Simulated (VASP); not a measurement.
The system is Zn5O3.

```
Zn O
1.0
     3.20000    0.00000    0.00000
    -1.60000    2.77128    0.00000
     0.00000    0.00000   11.70000
Zn O
5 3
Direct
  0.33333 0.66667 0.19700
  0.00000 0.00000 0.00000
  0.33333 0.66667 0.80300
  0.66667 0.33333 0.61100
  0.66667 0.33333 0.38900
  0.00000 0.00000 0.19700
  0.33333 0.66667 0.00000
  0.00000 0.00000 0.80300
```

* Program: VASP 6.6.1
* Task: relaxation of cell and atoms
* Functional: PBE
* Potentials or basis: VASP PAW PBE potentials, release 64 (Zn, O)
* Cutoff: 600 eV
* k mesh: 6 × 6 × 2
* Occupations: gaussian, width 0.2 eV
* Spin: no spin polarisation

At the start: pressure 19.4 GPa; volume 12.97 Å³/atom.

**Question.** Where does the relaxation end?

**Answer.** Over 13 steps the energy falls by 131.0 meV/atom and the volume is 15.89 Å³/atom (+22.5 %); space group P-6m2 (No. 187, to 0.1 Å) before and after.

Step by step:
```csv
step,energy change (eV),largest force (eV/Å),pressure (GPa),volume (Å³)
1,0.0000,0.5398,19.38,103.76
2,-0.7494,0.2813,-5.45,129.10
3,-0.9269,0.3366,0.27,120.10
4,-0.9268,0.3339,-0.03,120.44
5,-0.9514,0.2652,-0.06,120.92
6,-0.9997,0.1857,0.05,122.32
7,-0.9784,0.3825,0.51,124.91
8,-1.0096,0.2695,0.19,123.32
9,-1.0243,0.2112,0.12,124.28
10,-1.0404,0.0861,0.08,126.56
11,-1.0448,0.0822,-0.53,127.27
12,-1.0451,0.0818,-0.53,127.43
13,-1.0477,0.0742,-0.32,127.11
```

Final structure:
```yaml
crystal:
  lattice:
    - [3.34658, 0.00000, 0.00000]
    - [-1.67329, 2.89822, 0.00000]
    - [0.00000, 0.00000, 13.10579]
  atoms:
    - { symbol: Zn, position: [0.33333, 0.66667, 0.18865] }
    - { symbol: Zn, position: [0.00000, 0.00000, 0.00000] }
    - { symbol: Zn, position: [0.33333, 0.66667, 0.81135] }
    - { symbol: Zn, position: [0.66667, 0.33333, 0.60346] }
    - { symbol: Zn, position: [0.66667, 0.33333, 0.39654] }
    - { symbol: O, position: [0.00000, 0.00000, 0.18630] }
    - { symbol: O, position: [0.33333, 0.66667, 0.00000] }
    - { symbol: O, position: [0.00000, 0.00000, 0.81370] }
```

Caveat: the k points lie up to 0.36 Å⁻¹ apart in the final cell, too coarse for converged energies and pressures of a metal; the volume moved by over 15 % at a fixed basis, so the end points are rough; the relaxation stopped at a loose force limit of 0.08 eV/Å, so its end isn't a converged minimum.
